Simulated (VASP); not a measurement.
Write the native input for VASP 6.6.1 that does the following.

```
Task                   : single point
Functional             : PBE
Potentials or basis    : VASP PAW PBE potentials, release 64 (Rh_pv, Ba_sv, Bi_d)
Cutoff                 : 400 eV
k mesh                 : 2 × 2 × 3
Occupations            : fermi-dirac, width 0.1 eV
Spin                   : no spin polarisation
Dipole correction      : no
Further INCAR settings : ALGO = Normal; EDIFF = 1e-06; NBANDS = 100
```

The structure of BaBi9Rh2 lies in POSCAR:

```
BaBi9Rh2
1.0
    4.9148520000      8.5122060000      0.0533090000
   -5.0726490000      8.6033110000      0.1845340000
   -0.0632740000      0.0662120000      4.7755730000
Rh Ba Bi
2 1 9
Direct
    0.7093500035      0.6726322363      1.0368562565
    0.3803359692      0.2889277249      1.0053586619
    1.0004734968      0.9680117870     -0.0156913796
    0.4079020748      0.8128734137      0.5067771691
    0.2101904294      0.1940691113      0.5103734377
    0.7670598207      0.4398164777      0.4901203927
    0.6347118594      0.1689423275      0.4873363975
    0.7917807257      0.7757923097      0.5077756959
    0.2296381017      0.6123327369      0.4720775943
    0.0487875202      0.4510316137     -0.0347318493
    0.4948065462      0.5147903456      1.0578944215
    0.5128680326      0.9796015604      0.0170781022
```

One way to write it, as run:

INCAR

```
ALGO = Normal
EDIFF = 1E-6
ENCUT = 400
GGA = PE
GGA_COMPAT = F
ISIF = 2
ISMEAR = -1
LASPH = T
LCHARG = F
LREAL = F
LWAVE = F
NBANDS = 100
NELM = 120
PREC = Accurate
SIGMA = 0.1
```

KPOINTS

```
k-points
0
Gamma
  2 2 3
```

Potentials or basis: VASP PAW PBE potentials, release 64 (Rh_pv, Ba_sv, Bi_d).

Launch:

```bash
$ cat potpaw_PBE.64/Rh_pv/POTCAR potpaw_PBE.64/Ba_sv/POTCAR potpaw_PBE.64/Bi_d/POTCAR > POTCAR
$ mpirun -np 1 vasp_std > vasp.out
```

Results of the run:

| Property | Result |
| --- | --- |
| Pressure | -2.3 GPa |
| Largest force | 0.836 eV/Å |
| Band gap on the k mesh | zero (an odd number of electrons rules out a gap without spin polarisation) |

Caveat: the k points lie up to 0.44 Å⁻¹ apart, too coarse for converged energies and pressures of a metal; spin-orbit coupling is left out, which moves the levels of the heavy elements.

Wall time 3.2 min on 1 thread of Intel(R) Xeon(R) 6975P-C (Granite Rapids) (shared host), peak memory 0.46 GiB.
